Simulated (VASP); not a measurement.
# H24CO11 in VASP: further runs, part 2 of 2

VASP 6.6.1.

### Step 4. Single point, PBE+D3(BJ)

INCAR

```
SYSTEM = H24CO11
ALGO = Normal
EDIFF = 1E-6
ENCUT = 520
GGA = PE
ISIF = 2
ISMEAR = -1
IVDW = 12
LASPH = .True.
LCHARG = .False.
LREAL = Auto
LWAVE = .False.
NBANDS = 71
NELM = 80
PREC = Accurate
SIGMA = 0.02
```

KPOINTS

```
k-points
0
Gamma
  1 1 1
  0 0 0
```

POSCAR

```
H24CO11
1.0
    7.1595990000      0.0000000000      0.0000000000
    0.0000000000      7.1595990000      0.0000000000
    0.0000000000      0.0000000000      7.1595990000
O H C
11 24 1
Direct
    0.4568132936      0.3977597069      0.9617019054
    0.1967288950      0.9951115977      0.4181658777
    0.8909856544      0.4232778959      0.4553886328
    0.9069502356      0.1413207639      0.2121068512
    0.8079363104      0.7972234199      0.3701184941
    0.0555198692      0.5510224804      1.0616795717
    0.2999190318      0.6247277257      0.7239651271
    0.4345913787      0.9870664544      0.1200905246
    0.5902285868      0.8845188117      0.7370384850
    0.8105900903      0.2535756542      0.7920555327
    0.2713140778      0.3506620971      0.5025560789
    0.5783564135      0.3668082528      0.8948685534
    0.3946869091      0.4820940391      0.8757054690
    0.1654142921      0.8812365050      0.4798313425
    0.2930192040      0.9526092174      0.3110649074
    0.8983324345      0.3193055924      0.3593357673
    1.0199872926      0.4795100955      0.4510448141
    1.0177525306      0.0697525099      0.2745405155
    0.9404576988      0.1533046753      0.0837896089
    0.7139226652      0.8361920828      0.2797782390
    0.7973351580      0.6526482838      0.3898682035
   -0.0394295826      0.6586821413      1.0708141615
   -0.0179339653      0.4507794361      0.9852088085
    0.2001648416      0.6240991989      0.8125455071
    0.2884519091      0.5016621741      0.6482346288
    0.4360858758      1.1243367122      0.0778255877
    0.4710738688      0.9204007096      0.0026537799
    0.4823594171      0.8038858042      0.7181268113
    0.6549109803      0.8765714393      0.6128974542
    0.8673251114      0.2886614180      0.6796749371
    0.7488268547      0.1319626979      0.7729203828
    0.4464356174      0.4104419815      0.2706296819
    0.2512850231      0.2101654017      0.5364127237
    0.5223337229      0.5051400225      0.5193866305
    0.5366361999      0.2440220465      0.4485446741
    0.4585172996      0.3832477210      0.4303872326
```

Potentials or basis: VASP PAW PBE potentials, release 64 (O, H, C).

Command:

```console
cat potpaw_PBE.64/O/POTCAR potpaw_PBE.64/H/POTCAR potpaw_PBE.64/C/POTCAR > POTCAR
mpirun -np 1 vasp_gam > vasp.out
```

OUTCAR:

```text
SYSTEM = H24CO11
   EDIFF = 1E-6
   ENCUT = 520
   GGA = PE
   ISIF = 2
   ISMEAR = -1
   IVDW = 12
   LASPH = .True.
   LREAL = Auto
   NELM = 80
   PREC = Accurate
 IVDW          = 12

 ion  position               nearest neighbor table
   1  0.457  0.398  0.962-  13 0.97  12 1.02
   2  0.197  0.995  0.418-  14 0.95  15 1.08
   3  0.891  0.423  0.455-  17 1.01  16 1.01
   4  0.907  0.141  0.212-  19 0.95  18 1.04
   5  0.808  0.797  0.370-  20 0.97  21 1.05
   6  0.056  0.551  0.062-  22 1.03  23 1.04
   7  0.300  0.625  0.724-  24 0.96  25 1.04
   8  0.435  0.987  0.120-  27 1.00  26 1.03
   9  0.590  0.885  0.737-  28 0.97  29 1.00
  10  0.811  0.254  0.792-  30 0.94  31 0.99
  11  0.271  0.351  0.503-  33 1.04  36 1.46
  12  0.578  0.367  0.895-   1 1.02
  13  0.395  0.482  0.876-   1 0.97
  14  0.165  0.881  0.480-   2 0.95
  15  0.293  0.953  0.311-   2 1.08
  16  0.898  0.319  0.359-   3 1.01
  17  0.020  0.480  0.451-   3 1.01
[... 16 lines left out ...]
  34  0.522  0.505  0.519-  36 1.17
  35  0.537  0.244  0.449-  36 1.15
  36  0.459  0.383  0.430-  35 1.15  32 1.16  34 1.17  11 1.46

  LATTYP: Found a simple cubic cell.
[... 231 lines left out ...]
 Fermi energy:        -2.8593997315

 k-point     1 :       0.0000    0.0000    0.0000
  band No.  band energies     occupation
      1     -22.8322      2.00000
      2     -22.4420      2.00000
      3     -22.3849      2.00000
      4     -22.1412      2.00000
      5     -21.9476      2.00000
      6     -21.8499      2.00000
[... 51 lines left out ...]
     58       5.7558      0.00000
     59       5.8965      0.00000
 [bands above 59 left out]

------------------------ aborting loop because EDIFF is reached ----------------------------------------

 Edisp (eV)   -1.22010

 E8    (eV) :    -0.2521

  FORCE on cell =-STRESS in cart. coord.  units (eV):
  Direction    XX          YY          ZZ          XY          YZ          ZX
  --------------------------------------------------------------------------------------
  -------------------------------------------------------------------------------------
  Total      -4.57028   -12.22677    -4.40867     0.59759    -2.99361    -1.01931
  in kB     -19.95204   -53.37724   -19.24653     2.60884   -13.06890    -4.44992
  external pressure =      -30.86 kB  Pullay stress =        0.00 kB

 VOLUME and BASIS-vectors are now :
 -----------------------------------------------------------------------------
  energy-cutoff  :      520.00
  volume of cell :      367.00
      direct lattice vectors                 reciprocal lattice vectors
     7.159599000  0.000000000  0.000000000     0.139672627  0.000000000  0.000000000
     0.000000000  7.159599000  0.000000000     0.000000000  0.139672627  0.000000000
     0.000000000  0.000000000  7.159599000     0.000000000  0.000000000  0.139672627

 POSITION                                       TOTAL-FORCE (eV/Angst)
 -----------------------------------------------------------------------------------
      3.27060      2.84780      6.88540         2.041921     -1.561625      0.139452
      1.40850      7.12460      2.99390         1.840668     -0.118803     -2.119273
      6.37910      3.03050      3.26040         0.932332      0.437761      0.021572
      6.49340      1.01180      1.51860         1.131901     -0.958027      1.661895
      5.78450      5.70780      2.64990        -0.284494     -1.995283      0.662632
      0.39750      3.94510      0.44160        -2.469281      0.108001     -1.663742
[... 28 lines left out ...]
      3.84210      1.74710      3.21140        -0.196725      1.547314     -0.072716
      3.28280      2.74390      3.08140         0.719333     -0.602057     -0.698515
 -----------------------------------------------------------------------------------
    total drift:                               -0.010564      0.002934      0.014731

  FREE ENERGIE OF THE ION-ELECTRON SYSTEM (eV)
  ---------------------------------------------------
  free  energy   TOTEN  =      -176.6314254177 eV

  energy  without entropy=     -176.6314254177  energy(sigma->0) =     -176.63142542
```

Wall time 59 s (1 thread of Intel Xeon Platinum 8259CL at 2.50GHz (Skylake/Cascade Lake), shared host); peak memory 0.39 GiB.

Results:

```
Free energy                : -176.6314 eV
Pressure                   : -3.1 GPa
Largest force              : 3.227 eV/Å
Band gap on the k mesh     : 4.32 eV
Dispersion energy per atom : -0.034 eV
```

Forces on the atoms (eV/Å):
```
O    2.042 -1.562  0.139
O    1.841 -0.119 -2.119
O    0.932  0.438  0.022
O    1.132 -0.958  1.662
O   -0.284 -1.995  0.663
O   -2.469  0.108 -1.664
O    0.574  0.045 -1.133
O    0.298  1.152 -1.317
O    0.900  0.419 -0.931
O   -1.178 -1.179  2.764
O   -0.264 -1.212  0.813
H   -1.087  0.300  0.720
H   -0.155  0.510 -0.225
H   -0.392 -0.934  0.606
H   -1.304  1.011  1.365
H   -0.079  0.412 -0.070
H   -0.911 -0.880 -0.058
H   -1.342  0.756 -0.548
H    0.128  0.254 -1.080
H   -0.039  0.002 -0.034
H    0.115  1.780 -0.406
H    1.316 -1.623  0.038
H    1.051  1.638  1.373
H   -1.114  0.102  0.984
H   -0.514  0.536  0.110
H   -0.065 -1.420  0.512
H   -0.227  0.424  0.893
H   -0.557 -0.439  0.069
H   -0.120 -0.064  0.708
H    0.788  0.926 -2.540
H    0.154  0.328  0.040
H    0.338  0.126  1.807
H    0.374  1.775 -0.951
H   -0.403 -1.600 -1.439
H   -0.197  1.547 -0.073
C    0.719 -0.602 -0.699
```

Stress tensor (GPa, compression positive):
```
-2.00  0.26 -0.44
 0.26 -5.34 -1.31
-0.44 -1.31 -1.92
```

Caveat: the k points lie up to 0.88 Å⁻¹ apart; the atoms stand as in a frame of molecular dynamics.

### Step 5. Summary

```csv
cell,gap on the mesh (eV),pressure (GPa),largest force (eV/Å)
"as given, atomic positions A",4.23,2.4,5.33
"as given, atomic positions B",4.34,-0.7,5.28
"as given, atomic positions C",4.32,-3.1,3.23
```

Alike in all rows: task single point; level PBE+D3(BJ); potentials or basis VASP PAW PBE potentials, release 64 (O, H, C); no spin polarisation; k mesh 1 × 1 × 1; cutoff (eV) 520; smearing fermi-dirac 0.02 eV.

Caveats: all runs use coarse meshes; the atoms stand as in a frame of molecular dynamics.

Total energies depend on the potentials used, so only differences within one code and one set of settings carry meaning.
